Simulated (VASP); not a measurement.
# BN (F-43m) in VASP: single point with HSE06

Aim: the single point of BN with HSE06.

All numbers are computed with VASP 6.6.1; they aren't measurements. Logs are shortened: lines on timing, memory, paths and dates and some standing lists are left out, and cuts for length are marked.

### 1 The cell of the first run

The structure is cubic, space group F-43m (No. 216). Conventional cell: a = 3.610 Å, b = 3.610 Å, c = 3.610 Å, α = 90.00°, β = 90.00°, γ = 90.00°. B (site symmetry -43m) has 4 N at 1.56 Å within 2.1 Å. Within 2.1 Å of N (site symmetry -43m) lie 4 B at 1.56 Å.

### 2 Single point, HSE06

The input, POSCAR:

```
BN
1.0
    0.0000000000      1.8048254679      1.8048254679
    1.8048254679      0.0000000000      1.8048254679
    1.8048254679      1.8048254679      0.0000000000
B N
1 1
Direct
    0.0000000000      0.0000000000      0.0000000000
    0.2500000000      0.2500000000      0.2500000000
```

The input, INCAR.step1:

```
SYSTEM = BN
PREC = Accurate
ENCUT = 520
EDIFF = 1E-5
ISMEAR = 0
SIGMA = 0.01
LREAL = .FALSE.
LASPH = .TRUE.
NELM = 100
ALGO = Normal
ISIF = 2
LWAVE = .TRUE.
LCHARG = .FALSE.
GGA = PE
NBANDS = 11
```

The input, INCAR.step2:

```
SYSTEM = BN
PREC = Accurate
ENCUT = 520
EDIFF = 1E-7
ISMEAR = 0
SIGMA = 0.01
LREAL = .FALSE.
LASPH = .TRUE.
NELM = 100
ALGO = Normal
ISIF = 2
LWAVE = .FALSE.
LCHARG = .FALSE.
GGA = PE
LHFCALC = .TRUE.
HFSCREEN = 0.2079
PRECFOCK = Normal
ISTART = 1
NBANDS = 11
```

The input, KPOINTS:

```
regular mesh
0
G
  6 6 6
  0 0 0
```

Potentials or basis: VASP PAW PBE potentials, release 64 (B, N).

Launch:

```console
$ cat potpaw_PBE.64/B/POTCAR potpaw_PBE.64/N/POTCAR > POTCAR
$ cp INCAR.step1 INCAR
$ mpirun -np 1 vasp_std > vasp.out
$ cp INCAR.step2 INCAR
$ mpirun -np 1 vasp_std > vasp.out
```

OUTCAR:

```text
SYSTEM = BN
   PREC = Accurate
   ENCUT = 520
   EDIFF = 1E-7
   ISMEAR = 0
   LREAL = .FALSE.
   LASPH = .TRUE.
   NELM = 100
   ISIF = 2
   GGA = PE
   LHFCALC = .TRUE.
   HFSCREEN = 0.2079
   PRECFOCK = Normal
   ISTART = 1

 ion  position               nearest neighbor table
   1  0.000  0.000  0.000-   2 1.56   2 1.56   2 1.56   2 1.56
   2  0.250  0.250  0.250-   1 1.56   1 1.56   1 1.56   1 1.56

  LATTYP: Found a face centered cubic cell.
 ALAT       =     3.6096509358

  Lattice vectors:

 A1 = (   0.0000000000,   1.8048254679,   1.8048254679)
 A2 = (   1.8048254679,   0.0000000000,   1.8048254679)
 A3 = (   1.8048254679,   1.8048254679,   0.0000000000)

Analysis of symmetry for initial positions (statically):
=====================================================================
 Subroutine PRICEL returns:
 Original cell was already a primitive cell.

 Routine SETGRP: Setting up the symmetry group for a
 face centered cubic supercell.

 Subroutine GETGRP returns: Found 24 space group operations
 (whereof 24 operations were pure point group operations)
 out of a pool of 48 trial point group operations.

The static configuration has the point symmetry T_d .

Analysis of symmetry for dynamics (positions and initial velocities):
=====================================================================
 Subroutine PRICEL returns:
 Original cell was already a primitive cell.

 Routine SETGRP: Setting up the symmetry group for a
 face centered cubic supercell.

 Subroutine GETGRP returns: Found 24 space group operations
 (whereof 24 operations were pure point group operations)
 out of a pool of 48 trial point group operations.

The dynamic configuration has the point symmetry T_d .

 Subroutine INISYM returns: Found 24 space group operations
 (whereof 24 operations are pure point group operations),
 and found     1 'primitive' translations

----------------------------------------------------------------------------------------

                                     Primitive cell

  volume of cell :      11.7581

  direct lattice vectors                    reciprocal lattice vectors
     0.000000000  1.804825468  1.804825468    -0.277035098  0.277035098  0.277035098
     1.804825468  0.000000000  1.804825468     0.277035098 -0.277035098  0.277035098
     1.804825468  1.804825468  0.000000000     0.277035098  0.277035098 -0.277035098

  length of vectors
     2.552408654  2.552408654  2.552408654     0.479838865  0.479838865  0.479838865

  position of ions in fractional coordinates (direct lattice)
     0.000000000  0.000000000  0.000000000
     0.250000000  0.250000000  0.250000000

  ion indices of the primitive-cell ions
   primitive index   ion index
                 1           1
                 2           2

----------------------------------------------------------------------------------------

 KPOINTS: regular mesh

Automatic generation of k-mesh.
 Grid dimensions read from file:
 generate k-points for:    6    6    6

 Generating k-lattice:

  Cartesian coordinates                     Fractional coordinates (reciprocal lattice)
    -0.046172516  0.046172516  0.046172516     0.166666667  0.000000000  0.000000000
     0.046172516 -0.046172516  0.046172516     0.000000000  0.166666667  0.000000000
     0.046172516  0.046172516 -0.046172516     0.000000000  0.000000000  0.166666667

  Length of vectors
     0.079973144  0.079973144  0.079973144

  Shift w.r.t. Gamma in fractional coordinates (k-lattice)
     0.000000000  0.000000000  0.000000000

 Subroutine IBZKPT returns following result:
 ===========================================

 Found     16 irreducible k-points:

 Following reciprocal coordinates:
            Coordinates               Weight
  0.000000  0.000000  0.000000      1.000000
  0.166667  0.000000  0.000000      8.000000
  0.333333  0.000000  0.000000      8.000000
  0.500000  0.000000  0.000000      4.000000
  0.166667  0.166667  0.000000      6.000000
  0.333333  0.166667  0.000000     24.000000
[... 8 lines left out ...]
 -0.333333  0.333333  0.166667     24.000000
 -0.333333  0.500000  0.166667     12.000000
   k-points           NKPTS =     16   k-points in BZ     NKDIM =    216   number of bands    NBANDS=     11
   number of dos      NEDOS =    301   number of ions     NIONS =      2
   total plane-waves  NPLWV =   8000
   dimension x,y,z NGX =    20 NGY =   20 NGZ =   20
   dimension x,y,z NGXF=    40 NGYF=   40 NGZF=   40
   ions per type =               1   1
   NGX,Y,Z   is equivalent  to a cutoff of  13.03, 13.03, 13.03 a.u.
   NGXF,Y,Z  is equivalent  to a cutoff of  26.05, 26.05, 26.05 a.u.
 SYSTEM =  BN
   PREC   = accura    normal or accurate (medium, high low for compatibility)
   ISTART =      1    job   : 0-new  1-cont  2-samecut
   ICHARG =      0    charge: 1-file 2-atom 10-const
   ISPIN  =      1    spin polarized calculation?
   LNONCOLLINEAR =      F non collinear calculations
   LSORBIT =      F    spin-orbit coupling
   LASPH  =      T    aspherical Exc in radial PAW
   ENCUT  =  520.0 eV  38.22 Ry    6.18 a.u.   4.75  4.75  4.75*2*pi/ulx,y,z
   NELM   =    100;   NELMIN=  2; NELMDL=  0     # of ELM steps
   EDIFF  = 0.1E-06   stopping-criterion for ELM
   LREAL  =      F    real-space projection
   EDIFFG = 0.1E-05   stopping-criterion for IOM
   NSW    =      0    number of steps for IOM
   IBRION =     -1    ionic relax: 0-MD 1-quasi-New 2-CG
   NFREE  =      0    steps in history (QN), initial steepest desc. (CG)
   ISIF   =      2    stress and relaxation
   ISYM   =      3    0-nonsym 1-usesym 2-fastsym
   POTIM  = 0.5000    time-step for ionic-motion
   TEBEG  =    0.0;   TEEND  =   0.0 temperature during run
   PSTRESS=    0.0 pullay stress
   NELECT =       8.0000    total number of electrons
   NUPDOWN=      -1.0000    fix difference up-down
   EMIN   =  10.00;   EMAX   =-10.00  energy-range for DOS
   EFERMI =   0.00;   METHOD = LEGACY
   ISMEAR =     0;   SIGMA  =   0.01  broadening in eV -4-tet -1-fermi 0-gaus
   EFERMI_NEDOS =   21; number of points for ismear=-14 and -15
   IALGO  =     38    algorithm
   IMIX   =      1    mixing-type and parameters
     AMIX     =   0.40;   BMIX     =  1.00
     AMIX_MAG =   1.60;   BMIX_MAG =  1.00
  volume/ion in A,a.u.               =       5.88        39.67
  Fermi-wavevector in a.u.,A,eV,Ry     =   1.439880  2.720979 28.208337  2.073254
  Thomas-Fermi vector in A             =   2.558686
   LORBIT       =      0    0 simple, 1 ext, 2 COOP (PROOUT), +10 PAW based schemes
   GGA     = PE    functional components
   LHFCALC =     T    Hartree Fock is set to
   PRECFOCK=normal    Normal, Fast or Accurate (Low or Medium for compatibility)
   ENCUT4O =  -1.0   cutoff for four orbital integrals eV
   NKREDX  =     1    reduce k-point grid by
   NKREDY  =     1    reduce k-point grid by
   NKREDZ  =     1    reduce k-point grid by
   AEXX    =    0.2500 exact exchange contribution
   HFSCREEN=    0.2079 screening length (either q_TF or 0.3 A-1)
   HFSCREENC=   0.2079 screening length for correlation (either q_TF or 0.3 A-1)
   ENCUTFOCK=  -1.0 apply spherical cutoff to Coloumb kernel
   IVDW    =     0    specifies the selected vdW correction
   LEPSILON=     F    determine dielectric tensor
   LRPA    =     F    only Hartree local field effects (RPA)
 non-spin polarized calculation
 Gauss-broadening in eV      SIGMA  =   0.01
  energy-cutoff  :      520.00
  volume of cell :       11.76
 maximum number of plane-waves:       332
  NGX = 16; NGY = 16; NGZ = 16

 number of electron       7.9999999 magnetization

 Free energy of the ion-electron system (eV)
  ---------------------------------------------------
  ext. energy  EPLUGINS =         0.00000000
  ---------------------------------------------------
  free energy    TOTEN  =       -20.32415829 eV

  energy without entropy =      -20.32415829  energy(sigma->0) =      -20.32415829

 E-fermi :   6.7068     XC(G=0): -10.5048

 val. band max:        6.5993042761   @ k =   0.0000   0.0000   0.0000
 cond. band min:      12.3803151408   @ k =   0.5000   0.5000   0.0000
 fundamental gap:      5.7810108647
 Fermi energy:         6.7067728146

 k-point     1 :       0.0000    0.0000    0.0000
  band No.  band energies     occupation
      1     -15.5577      2.00000
      2       6.5993      2.00000
      3       6.5993      2.00000
      4       6.5993      2.00000
      5      17.1744      0.00000
      6      17.1744      0.00000
      7      17.1744      0.00000
      8      18.8064      0.00000
      9      33.4160      0.00000
     10      36.4126      0.00000
     11      36.4126      0.00000

 k-point     2 :       0.1667    0.0000    0.0000
  band No.  band energies     occupation
      1     -14.8332      2.00000
      2       3.3292      2.00000
      3       5.9331      2.00000
      4       5.9331      2.00000
      5      17.6894      0.00000
      6      18.1578      0.00000
      7      18.1578      0.00000
      8      20.8742      0.00000
      9      32.4884      0.00000
     10      32.4884      0.00000
     11      32.5637      0.00000

 k-point     3 :       0.3333    0.0000    0.0000
  band No.  band energies     occupation
      1     -12.8199      2.00000
      2      -1.9979      2.00000
      3       4.9053      2.00000
      4       4.9053      2.00000
      5      18.2639      0.00000
      6      19.1148      0.00000
      7      19.1148      0.00000
      8      23.3152      0.00000
      9      31.8586      0.00000
     10      33.0117      0.00000
     11      33.0117      0.00000
[... 155 lines left out ...]
 k-point    15 :      -0.3333    0.3333    0.1667
  band No.  band energies     occupation
      1      -9.7775      2.00000
      2      -3.1732      2.00000
      3      -0.0264      2.00000
      4       1.7342      2.00000
      5      17.7298      0.00000
      6      20.3065      0.00000
      7      23.8576      0.00000
      8      25.3428      0.00000
      9      26.7049      0.00000
     10      34.7915      0.00000
     11      36.9794      0.00000

 k-point    16 :      -0.3333    0.5000    0.1667
  band No.  band energies     occupation
      1      -9.2828      2.00000
      2      -2.3996      2.00000
      3      -0.1487      2.00000
      4      -0.0369      2.00000
      5      15.9079      0.00000
      6      20.3736      0.00000
      7      23.9538      0.00000
      8      25.7634      0.00000
      9      28.6549      0.00000
     10      34.9775      0.00000
     11      39.0261      0.00000

------------------------ aborting loop because EDIFF is reached ----------------------------------------

  FORCE on cell =-STRESS in cart. coord.  units (eV):
  Direction    XX          YY          ZZ          XY          YZ          ZX
  --------------------------------------------------------------------------------------
  -------------------------------------------------------------------------------------
  Total       -0.2845625     -0.2845625     -0.2845625      0.0000000     -0.0000000     -0.0000000
  in kB      -38.7750702    -38.7750702    -38.7750702      0.0000000     -0.0000000     -0.0000000
  external PRESSURE =     -38.7750702 kB  Pullay stress =       0.0000000 kB

 VOLUME and BASIS-vectors are now :
 -----------------------------------------------------------------------------
  energy-cutoff  :      520.00
  volume of cell :       11.76
      direct lattice vectors                 reciprocal lattice vectors
     0.000000000  1.804825468  1.804825468    -0.277035098  0.277035098  0.277035098
     1.804825468  0.000000000  1.804825468     0.277035098 -0.277035098  0.277035098
     1.804825468  1.804825468  0.000000000     0.277035098  0.277035098 -0.277035098

 POSITION                                       TOTAL-FORCE (eV/Angst)
 -----------------------------------------------------------------------------------
      0.00000      0.00000      0.00000         0.000000      0.000000      0.000000
      0.90241      0.90241      0.90241        -0.000000     -0.000000     -0.000000
 -----------------------------------------------------------------------------------
    total drift:                               -0.000000     -0.000000     -0.000000

  FREE ENERGIE OF THE ION-ELECTRON SYSTEM (eV)
  ---------------------------------------------------
  free  energy   TOTEN  =       -20.3241582867 eV

  energy  without entropy=      -20.3241582867  energy(sigma->0) =      -20.32415829
```

Run time: 1.8 min. Hardware: 1 thread of Intel Xeon Platinum 8488C (Sapphire Rapids), shared host; peak memory 0.22 GiB.

Results:

- Free energy: -20.3242 eV
- Pressure: -3.9 GPa
- Band gap on the k mesh: 5.78 eV, indirect (least direct gap 10.58 eV)

Levels at points of the mesh, in eV from the valence-band top:
```tsv
k point	band 1	band 2	band 3	band 4	band 5	band 6	band 7	band 8
(0.00, 0.00, 0.00)	-22.16	0.00	0.00	0.00	10.58	10.58	10.58	12.21
(0.50, 0.00, 0.00)	-17.61	-11.67	-2.11	-2.11	11.90	12.54	12.54	17.42
(0.50, 0.50, 0.00)	-16.12	-9.80	-5.34	-5.34	5.78	10.76	20.53	20.53
```

Caveat: the k points lie up to 0.50 Å⁻¹ apart; the PAW data sets were made with another functional, which shifts forces and pressure a little.
